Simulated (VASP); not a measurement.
Set up this calculation in VASP 6.6.1, as the native input.

* Task: single point
* Functional: PBE
* Dispersion: D3(BJ)
* Potentials or basis: VASP PAW PBE potentials, release 64 (Al, Te, O)
* Cutoff: 520 eV
* k mesh: 6 × 6 × 2
* Occupations: gaussian, width 0.1 eV
* Spin: no spin polarisation
* Dipole correction: no
* Further INCAR settings: ALGO = Normal; EDIFF = 1e-06; NBANDS = 20

The structure of Al2Te2O lies in POSCAR:

```
Al2Te2O
1.0
    3.5039948827      0.0000000035      0.0000000000
   -1.7519974444      3.0345485814      0.0000000000
    0.0000000000      0.0000000000      9.3496214392
Al Te O
2 2 1
Direct
    0.3333333333      0.6666666667      0.3796100187
    0.6666666667      0.3333333333      0.6203899813
    0.3333333333      0.6666666667      0.8112530361
    0.6666666667      0.3333333333      0.1887469639
    0.0000000000      0.0000000000      0.5000000000
```

The input as run:

INCAR

```
PREC = Accurate ; ENCUT = 520
EDIFF = 1E-6 ; ISMEAR = 0
SIGMA = 0.1 ; LREAL = False
LASPH = True ; NELM = 100
ALGO = Normal ; ISIF = 2
LWAVE = False ; LCHARG = True
GGA = PE ; IVDW = 12
LELF = True ; LVHAR = True
NBANDS = 20
```

KPOINTS

```
regular mesh
0
Gamma
  6 6 2
```

Potentials or basis: VASP PAW PBE potentials, release 64 (Al, Te, O).

The run is started by

```bash
$ cat potpaw_PBE.64/Al/POTCAR potpaw_PBE.64/Te/POTCAR potpaw_PBE.64/O/POTCAR > POTCAR
$ mpirun -np 1 vasp_std > vasp.out
```

Results of the run:

| Item | Value |
| --- | --- |
| Pressure | 0.4 GPa |
| Largest force | 0.065 eV/Å |
| Band gap on the k mesh | zero (band 12 reaches 8.83 eV, above the bottom of band 13 at 6.77 eV) |
| Dispersion energy per atom | -0.348 eV |

Caveat: spin-orbit coupling is left out, which moves the levels of the heavy elements.

It took 32 s on 1 thread of Intel(R) Xeon(R) Platinum 8259CL CPU @ 2.50GHz (Skylake/Cascade Lake), on a shared host, peak memory 0.24 GiB.
